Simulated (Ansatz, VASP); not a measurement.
One calculation of In, two programs

File INCAR:

```
SYSTEM = In
  PREC = Accurate
  ENCUT = 520
  EDIFF = 1E-6
  ISMEAR = -1
  SIGMA = 0.1
  LREAL = .FALSE.
  LASPH = .TRUE.
  NELM = 100
  ALGO = Normal
  ISIF = 2
  LWAVE = .FALSE.
  LCHARG = .FALSE.
  GGA = PE
  NBANDS = 20
```

File KPOINTS:

```
regular mesh
0
G
  11 11 11
  0 0 0
```

The input POSCAR:

```
In
1.0
    0.0000000000      3.0626988863      3.0626988863
    3.0626988863      0.0000000000      3.0626988863
    3.0626988863      3.0626988863      0.0000000000
In
2
Direct
   -0.1250000000     -0.1250000000     -0.1250000000
    0.1250000000      0.1250000000      0.1250000000
```

Input for Ansatz:

```yaml
crystal:
  lattice:
    - [0.0, 3.0626988863, 3.0626988863]
    - [3.0626988863, 0.0, 3.0626988863]
    - [3.0626988863, 3.0626988863, 0.0]
  atoms:
    - { symbol: In, position: [-0.125, -0.125, -0.125] }
    - { symbol: In, position: [0.125, 0.125, 0.125] }
kpoints:
  mp_grid: { grid: [11, 11, 11] }
scf:
  occupations: { method: fermi_dirac, width: 0.1 }
hamiltonian:
  xc: pbe
  pseudopotentials: { kind: all_electron, lapw: { basis_error: 0.001 } }
output:
  forces: true
  stress: true
  eigenvalues: true
  populations: true
```

Change from the starting cell: volume scaled by 0.75, LAPW.

Alike in both runs: task single point; functional PBE; k mesh 11 × 11 × 11; occupations fermi-dirac, width 0.1 eV; no spin polarisation.

|  | VASP | Ansatz |
| --- | --- | --- |
| version | VASP 6.6.1 | Ansatz 0.2.0 |
| potentials or method | VASP PAW PBE potentials, release 64 (In_d), cutoff 520 eV | all-electron LAPW, scalar-relativistic |

```csv
,VASP,Ansatz,Ansatz less VASP
pressure (GPa),13.0,13.0,-0.03
```

Ansatz ran all-electron here, and VASP with PAW potentials.
